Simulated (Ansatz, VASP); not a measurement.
## SnO: VASP beside Ansatz

```
Sn O
1.0
     3.31561    0.00000    0.00000
     0.00000    5.70499    0.00000
     0.00000    0.00000    3.89416
Sn O
2 2
Direct
  0.00000 0.23379 0.52617
  0.50000 0.76621 0.02617
  0.02666 0.86986 0.72383
  0.52666 0.09915 0.22383
```

Change from the starting cell: all O atoms moved +0.125 Å, as atom 3 along Cartesian [1 -1 0].

Alike in both runs: task single point; functional PBEsol; k mesh 8 × 6 × 8; occupations gaussian, width 0.05 eV; no spin polarisation.

```csv
,VASP,Ansatz
version,VASP 6.6.1,Ansatz 0.2.0
potentials or method,"VASP PAW PBE potentials, release 64 (Sn_d, O), cutoff 520 eV","scalar-relativistic, plane waves, PAW"
valence electrons in the cell,40,40
```

|  | VASP | Ansatz | Ansatz less VASP |
| --- | --- | --- | --- |
| gap on the k mesh at the Fermi level (eV) | 1.19 | 1.20 | +0.010 |
| least direct gap on the mesh (eV) | 1.76 | 1.77 | +0.011 |
| pressure (GPa) | 1.0 | 0.7 | -0.24 |
| traceless stress, the component that is largest in VASP (GPa) | 2.40 | 2.33 | -0.074 |
| rms of the force components (eV/Å) | 0.598 | 0.583 | -0.0150 |

VASP's potentials were made for PBE, not for PBEsol. Atom by atom the forces differ by 0.038 eV/Å (rms over components).
